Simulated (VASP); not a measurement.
# BaTe (Pm-3m) in VASP: notebook

The runs below take BaTe through single point, with LDA.

All numbers are computed with VASP 6.6.1; they aren't measurements. Logs are shortened: lines on timing, memory, paths and dates and some standing lists are left out, and cuts for length are marked.

## Step 1: The cell of the first run

It takes space group Pm-3m (No. 221, cubic). Conventional cell: a = 4.175 Å, b = 4.175 Å, c = 4.175 Å, α = 90.00°, β = 90.00°, γ = 90.00°. Within 4.8 Å of Ba (site symmetry m-3m) lie 8 Te at 3.62 Å and 6 Ba at 4.18 Å. Within 4.8 Å of Te (site symmetry m-3m) lie 8 Ba at 3.62 Å and 6 Te at 4.18 Å.

## Step 2: Single point, LDA

The input, INCAR:

```
ALGO = Normal
EDIFF = 1E-6
ENCUT = 500
GGA_COMPAT = False
ISIF = 2
ISMEAR = 0
LASPH = True
LCHARG = False
LREAL = False
LWAVE = False
NBANDS = 15
NELM = 120
PREC = Accurate
SIGMA = 0.01
```

The input, KPOINTS:

```
k-points
0
Gamma
  5 5 5
```

The input, POSCAR:

```
BaTe
1.0
    4.1754524825      0.0000000000      0.0000000000
    0.0000000000      4.1754524825      0.0000000000
    0.0000000000      0.0000000000      4.1754524825
Ba Te
1 1
Direct
    0.0000000000      0.0000000000      0.0000000000
    0.5000000000      0.5000000000      0.5000000000
```

Potentials or basis: VASP PAW LDA potentials, release 64 (Ba_sv, Te).

Started as:

```console
$ cat potpaw_LDA.64/Ba_sv/POTCAR potpaw_LDA.64/Te/POTCAR > POTCAR
$ mpirun -np 1 vasp_std > vasp.out
```

OUTCAR:

```text
EDIFF = 1E-6
   ENCUT = 500
   ISIF = 2
   ISMEAR = 0
   LASPH = True
   LREAL = False
   NELM = 120
   PREC = Accurate

 ion  position               nearest neighbor table
   1  0.000  0.000  0.000-   2 3.62   2 3.62   2 3.62   2 3.62   2 3.62   2 3.62   2 3.62   2 3.62

   2  0.500  0.500  0.500-   1 3.62   1 3.62   1 3.62   1 3.62   1 3.62   1 3.62   1 3.62   1 3.62

  LATTYP: Found a simple cubic cell.
 ALAT       =     4.1754524825

  Lattice vectors:

 A1 = (   4.1754524825,   0.0000000000,   0.0000000000)
 A2 = (   0.0000000000,   4.1754524825,   0.0000000000)
 A3 = (   0.0000000000,   0.0000000000,   4.1754524825)

Analysis of symmetry for initial positions (statically):
=====================================================================
 Subroutine PRICEL returns:
 Original cell was already a primitive cell.

 Routine SETGRP: Setting up the symmetry group for a
 simple cubic supercell.

 Subroutine GETGRP returns: Found 48 space group operations
 (whereof 48 operations were pure point group operations)
 out of a pool of 48 trial point group operations.

The static configuration has the point symmetry O_h .

Analysis of symmetry for dynamics (positions and initial velocities):
=====================================================================
 Subroutine PRICEL returns:
 Original cell was already a primitive cell.

 Routine SETGRP: Setting up the symmetry group for a
 simple cubic supercell.

 Subroutine GETGRP returns: Found 48 space group operations
 (whereof 48 operations were pure point group operations)
 out of a pool of 48 trial point group operations.

The dynamic configuration has the point symmetry O_h .

 Subroutine INISYM returns: Found 48 space group operations
 (whereof 48 operations are pure point group operations),
 and found     1 'primitive' translations

----------------------------------------------------------------------------------------

                                     Primitive cell

  volume of cell :      72.7965

  direct lattice vectors                    reciprocal lattice vectors
     4.175452482  0.000000000  0.000000000     0.239495002  0.000000000  0.000000000
     0.000000000  4.175452482  0.000000000     0.000000000  0.239495002  0.000000000
     0.000000000  0.000000000  4.175452482     0.000000000  0.000000000  0.239495002

  length of vectors
     4.175452482  4.175452482  4.175452482     0.239495002  0.239495002  0.239495002

  position of ions in fractional coordinates (direct lattice)
     0.000000000  0.000000000  0.000000000
     0.500000000  0.500000000  0.500000000

  ion indices of the primitive-cell ions
   primitive index   ion index
                 1           1
                 2           2

----------------------------------------------------------------------------------------

 KPOINTS: k-points

Automatic generation of k-mesh.
 Grid dimensions read from file:
 generate k-points for:    5    5    5

 Generating k-lattice:

  Cartesian coordinates                     Fractional coordinates (reciprocal lattice)
     0.047899000  0.000000000  0.000000000     0.200000000  0.000000000  0.000000000
     0.000000000  0.047899000  0.000000000     0.000000000  0.200000000  0.000000000
     0.000000000  0.000000000  0.047899000     0.000000000  0.000000000  0.200000000

  Length of vectors
     0.047899000  0.047899000  0.047899000

  Shift w.r.t. Gamma in fractional coordinates (k-lattice)
     0.000000000  0.000000000  0.000000000

 Subroutine IBZKPT returns following result:
 ===========================================

 Found     10 irreducible k-points:

 Following reciprocal coordinates:
            Coordinates               Weight
  0.000000  0.000000  0.000000      1.000000
  0.200000  0.000000  0.000000      6.000000
  0.400000  0.000000  0.000000      6.000000
  0.200000  0.200000  0.000000     12.000000
  0.400000  0.200000  0.000000     24.000000
  0.400000  0.400000  0.000000     12.000000
  0.200000  0.200000  0.200000      8.000000
  0.400000  0.200000  0.200000     24.000000
  0.400000  0.400000  0.200000     24.000000
  0.400000  0.400000  0.400000      8.000000
   k-points           NKPTS =     10   k-points in BZ     NKDIM =     10   number of bands    NBANDS=     15
   number of dos      NEDOS =    301   number of ions     NIONS =      2
   total plane-waves  NPLWV =  27000
   dimension x,y,z NGX =    30 NGY =   30 NGZ =   30
   dimension x,y,z NGXF=    60 NGYF=   60 NGZF=   60
   ions per type =               1   1
   NGX,Y,Z   is equivalent  to a cutoff of  11.94, 11.94, 11.94 a.u.
   NGXF,Y,Z  is equivalent  to a cutoff of  23.89, 23.89, 23.89 a.u.
 SYSTEM =  unknown system
   PREC   = accura    normal or accurate (medium, high low for compatibility)
   ISTART =      0    job   : 0-new  1-cont  2-samecut
   ICHARG =      2    charge: 1-file 2-atom 10-const
   ISPIN  =      1    spin polarized calculation?
   LNONCOLLINEAR =      F non collinear calculations
   LSORBIT =      F    spin-orbit coupling
   LASPH  =      T    aspherical Exc in radial PAW
   ENCUT  =  500.0 eV  36.75 Ry    6.06 a.u.   7.61  7.61  7.61*2*pi/ulx,y,z
   NELM   =    120;   NELMIN=  2; NELMDL= -5     # of ELM steps
   EDIFF  = 0.1E-05   stopping-criterion for ELM
   LREAL  =      F    real-space projection
   EDIFFG = 0.1E-04   stopping-criterion for IOM
   NSW    =      0    number of steps for IOM
   IBRION =     -1    ionic relax: 0-MD 1-quasi-New 2-CG
   NFREE  =      0    steps in history (QN), initial steepest desc. (CG)
   ISIF   =      2    stress and relaxation
   ISYM   =      2    0-nonsym 1-usesym 2-fastsym
   POTIM  = 0.5000    time-step for ionic-motion
   TEBEG  =    0.0;   TEEND  =   0.0 temperature during run
   PSTRESS=    0.0 pullay stress
   NELECT =      16.0000    total number of electrons
   NUPDOWN=      -1.0000    fix difference up-down
   EMIN   =  10.00;   EMAX   =-10.00  energy-range for DOS
   EFERMI =   0.00;   METHOD = LEGACY
   ISMEAR =     0;   SIGMA  =   0.01  broadening in eV -4-tet -1-fermi 0-gaus
   EFERMI_NEDOS =   21; number of points for ismear=-14 and -15
   IALGO  =     38    algorithm
   IMIX   =      4    mixing-type and parameters
     AMIX     =   0.40;   BMIX     =  1.00
     AMIX_MAG =   1.60;   BMIX_MAG =  1.00
  volume/ion in A,a.u.               =      36.40       245.63
  Fermi-wavevector in a.u.,A,eV,Ry     =   0.987972  1.866996 13.280491  0.976089
  Thomas-Fermi vector in A             =   2.119465
   LORBIT       =      0    0 simple, 1 ext, 2 COOP (PROOUT), +10 PAW based schemes
   GGA     = CA    functional components
   LHFCALC =     F    Hartree Fock is set to
   AEXX    =    0.0000 exact exchange contribution
   IVDW    =     0    specifies the selected vdW correction
   LEPSILON=     F    determine dielectric tensor
   LRPA    =     F    only Hartree local field effects (RPA)
 non-spin polarized calculation
 Gauss-broadening in eV      SIGMA  =   0.01
  energy-cutoff  :      500.00
  volume of cell :       72.80
 maximum number of plane-waves:      1863
   NGX = 15   NGY = 15   NGZ = 15

 number of electron      15.9999999 magnetization

 Free energy of the ion-electron system (eV)
  ---------------------------------------------------
  ext. energy  EPLUGINS =         0.00000000
  ---------------------------------------------------
  free energy    TOTEN  =        -9.35771692 eV

  energy without entropy =       -9.35771692  energy(sigma->0) =       -9.35771692

 E-fermi :   3.9163     XC(G=0):  -9.3064

 val. band max:        3.8713710954   @ k =   0.4000   0.4000   0.0000
 cond. band min:       4.6137181506   @ k =   0.0000   0.0000   0.0000
 fundamental gap:      0.7423470552
 Fermi energy:         3.9163244654

 k-point     1 :       0.0000    0.0000    0.0000
  band No.  band energies     occupation
      1     -23.8544      2.00000
      2      -8.8940      2.00000
      3      -8.8940      2.00000
      4      -8.8940      2.00000
      5      -6.5126      2.00000
      6       3.7366      2.00000
      7       3.7366      2.00000
      8       3.7366      2.00000
      9       4.6137      0.00000
     10       4.6137      0.00000
     11       6.5966      0.00000
     12       8.7339      0.00000
     13       8.7339      0.00000
     14       8.7339      0.00000
     15      12.7086      0.00000

 k-point     2 :       0.2000    0.0000    0.0000
  band No.  band energies     occupation
      1     -23.8422      2.00000
      2      -9.1834      2.00000
      3      -8.8713      2.00000
      4      -8.8713      2.00000
      5      -6.1777      2.00000
      6       2.1139      2.00000
      7       3.5206      2.00000
      8       3.5206      2.00000
      9       4.8410      0.00000
     10       5.8620      0.00000
     11       8.0004      0.00000
     12       8.8662      0.00000
     13       8.9210      0.00000
     14       8.9210      0.00000
     15      10.7971      0.00000

 k-point     3 :       0.4000    0.0000    0.0000
  band No.  band energies     occupation
      1     -23.8222      2.00000
      2      -9.5631      2.00000
      3      -8.8340      2.00000
      4      -8.8340      2.00000
      5      -5.6688      2.00000
      6       0.6686      2.00000
      7       3.1870      2.00000
      8       3.1870      2.00000
      9       5.3340      0.00000
     10       8.1681      0.00000
     11       9.1092      0.00000
     12       9.1129      0.00000
     13       9.4197      0.00000
     14       9.5912      0.00000
     15       9.5912      0.00000
[... 91 lines left out ...]
 k-point     9 :       0.4000    0.4000    0.2000
  band No.  band energies     occupation
      1     -23.7808      2.00000
      2      -9.2983      2.00000
      3      -9.2628      2.00000
      4      -8.9564      2.00000
      5      -5.7452      2.00000
      6       1.5340      2.00000
      7       1.6802      2.00000
      8       2.6838      2.00000
      9       5.9953      0.00000
     10       7.2046      0.00000
     11       7.4556      0.00000
     12       8.9539      0.00000
     13       9.8426      0.00000
     14      10.7220      0.00000
     15      12.3751      0.00000

 k-point    10 :       0.4000    0.4000    0.4000
  band No.  band energies     occupation
      1     -23.7629      2.00000
      2      -9.2271      2.00000
      3      -9.2040      2.00000
      4      -9.2040      2.00000
      5      -5.5762      2.00000
      6       1.1594      2.00000
      7       1.1594      2.00000
      8       1.5090      2.00000
      9       7.5285      0.00000
     10       8.0996      0.00000
     11       8.0996      0.00000
     12      10.4258      0.00000
     13      10.4258      0.00000
     14      10.6482      0.00000
     15      11.7872      0.00000

------------------------ aborting loop because EDIFF is reached ----------------------------------------

  FORCE on cell =-STRESS in cart. coord.  units (eV):
  Direction    XX          YY          ZZ          XY          YZ          ZX
  --------------------------------------------------------------------------------------
  -------------------------------------------------------------------------------------
  Total       -0.4010382     -0.4010382     -0.4010382      0.0000000      0.0000000     -0.0000000
  in kB       -8.8264419     -8.8264419     -8.8264419      0.0000000      0.0000000     -0.0000000
  external PRESSURE =      -8.8264419 kB  Pullay stress =       0.0000000 kB

 VOLUME and BASIS-vectors are now :
 -----------------------------------------------------------------------------
  energy-cutoff  :      500.00
  volume of cell :       72.80
      direct lattice vectors                 reciprocal lattice vectors
     4.175452482  0.000000000  0.000000000     0.239495002  0.000000000  0.000000000
     0.000000000  4.175452482  0.000000000     0.000000000  0.239495002  0.000000000
     0.000000000  0.000000000  4.175452482     0.000000000  0.000000000  0.239495002

 POSITION                                       TOTAL-FORCE (eV/Angst)
 -----------------------------------------------------------------------------------
      0.00000      0.00000      0.00000         0.000000      0.000000      0.000000
      2.08773      2.08773      2.08773         0.000000      0.000000      0.000000
 -----------------------------------------------------------------------------------
    total drift:                               -0.000000     -0.000000     -0.000000

  FREE ENERGIE OF THE ION-ELECTRON SYSTEM (eV)
  ---------------------------------------------------
  free  energy   TOTEN  =        -9.3577169185 eV

  energy  without entropy=       -9.3577169185  energy(sigma->0) =       -9.35771692
```

Wall time 6.3 s (1 thread of AMD EPYC 9R45 (Zen 5), shared host); peak memory 0.12 GiB.

Results:

- Free energy: -9.3577 eV
- Pressure: -0.9 GPa
- Band gap on the k mesh: 0.74 eV (least direct gap 0.88 eV)

Levels at points of the mesh, in eV from the valence-band top:
```csv
k point,band 4,band 5,band 6,band 7,band 8,band 9,band 10,band 11,band 12,band 13
"(0.00, 0.00, 0.00)",-12.77,-10.38,-0.13,-0.13,-0.13,0.74,0.74,2.73,4.86,4.86
```

Caveat: spin-orbit coupling is left out, which moves the levels of the heavy elements; an odd mesh through Γ misses points on the zone boundary, where band edges can lie.

## Step 3: Single point, LDA

This run uses another cell than the first one, of 37.56 Å³/atom.

The input, INCAR:

```
SYSTEM = BaTe
ALGO = Normal ; EDIFF = 1E-6
ENCUT = 500 ; GGA = CA
GGA_COMPAT = .False. ; ISIF = 2
ISMEAR = 0 ; LASPH = .True.
LCHARG = .False. ; LREAL = .False.
LWAVE = .False. ; NBANDS = 15
NELM = 120 ; PREC = Accurate
SIGMA = 0.01
```

The input, KPOINTS:

```
k-points
0
Gamma
  5 5 5
  0 0 0
```

The input, POSCAR:

```
BaTe
1.0
    4.2194078440      0.0000000000      0.0000000000
    0.0000000000      4.2194078440      0.0000000000
    0.0000000000      0.0000000000      4.2194078440
Ba Te
1 1
Direct
    0.0000000000      0.0000000000      0.0000000000
    0.5000000000      0.5000000000      0.5000000000
```

Potentials or basis: VASP PAW LDA potentials, release 64 (Ba_sv, Te).

Started as:

```console
$ cat potpaw_LDA.64/Ba_sv/POTCAR potpaw_LDA.64/Te/POTCAR > POTCAR
$ mpirun -np 1 vasp_std > vasp.out
```

It took 6.1 s on 1 thread of AMD EPYC 9R45 (Zen 5), shared host; peak memory 0.12 GiB.

Results (log left out):

| Property | Result |
| --- | --- |
| Free energy | -9.3371 eV |
| Pressure | -1.9 GPa |
| Band gap on the k mesh | 0.81 eV (least direct gap 0.96 eV) |

Levels at points of the mesh, in eV from the valence-band top:
```
           k point  band 4  band 5  band 6  band 7  band 8  band 9  band 10  band 11  band 12  band 13
(0.00, 0.00, 0.00)  -12.82  -10.29   -0.15   -0.15   -0.15    0.81     0.81     2.53     4.78     4.78
```

Caveat: spin-orbit coupling is left out, which moves the levels of the heavy elements; an odd mesh through Γ misses points on the zone boundary, where band edges can lie.

(Continued in part 2 of 2.)
